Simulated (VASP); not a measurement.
Here is a VASP 6.6.1 calculation.

The input INCAR:

```
  PREC = Accurate
  ENCUT = 520
  EDIFF = 1E-6
  ISMEAR = -1
  SIGMA = 0.05
  LREAL = False
  LASPH = True
  NELM = 80
  ALGO = Normal
  ISIF = 2
  LWAVE = False
  LCHARG = True
  GGA = RE
  IVDW = 13
  LELF = True
  LVHAR = True
  NBANDS = 36
```

The input KPOINTS:

```
regular mesh
0
Gamma
  12 12 3
```

Contents of POSCAR:

```
C
1.0
    2.5221000000      0.0000000000      0.0000000000
   -1.2610500000      2.1842026709      0.0000000000
    0.0000000000      0.0000000000     12.3557000000
C
12
Direct
    0.6666666667      0.3333333333      0.3541700000
    0.3333333333      0.6666666667      0.8541700000
    0.6666666667      0.3333333333      0.1458300000
    0.3333333333      0.6666666667      0.6458300000
    0.6666666667      0.3333333333      0.4791700000
    0.3333333333      0.6666666667      0.9791700000
    0.6666666667      0.3333333333      0.0208300000
    0.3333333333      0.6666666667      0.5208300000
    0.0000000000      0.0000000000      0.8125000000
    0.0000000000      0.0000000000      0.3125000000
    0.0000000000      0.0000000000      0.6875000000
    0.0000000000      0.0000000000      0.1875000000
```

Potentials or basis: VASP PAW PBE potentials, release 64 (C).

Command:

```console
$ cat potpaw_PBE.64/C/POTCAR > POTCAR
$ mpirun -np 1 vasp_std > vasp.out
```

**Question.** Predict the dispersion energy per atom.

**Answer.** -0.499 eV.

**Question.** Predict the pressure.

**Answer.** -5.6 GPa.

**Question.** Predict the largest force.

**Answer.** 0.336 eV/Å.

Forces in eV/Å, atoms in the order of the input:
```
C    0.000  0.000  0.307
C    0.000  0.000  0.307
C    0.000  0.000 -0.307
C    0.000  0.000 -0.307
C    0.000  0.000 -0.022
C    0.000  0.000 -0.022
C    0.000  0.000  0.022
C    0.000  0.000  0.022
C    0.000  0.000  0.336
C    0.000  0.000  0.336
C    0.000  0.000 -0.336
C    0.000  0.000 -0.336
```

Caveat: the stress differs along the axes, from -8 to -0 GPa; the PAW data sets were made with another functional, which shifts forces and pressure a little.
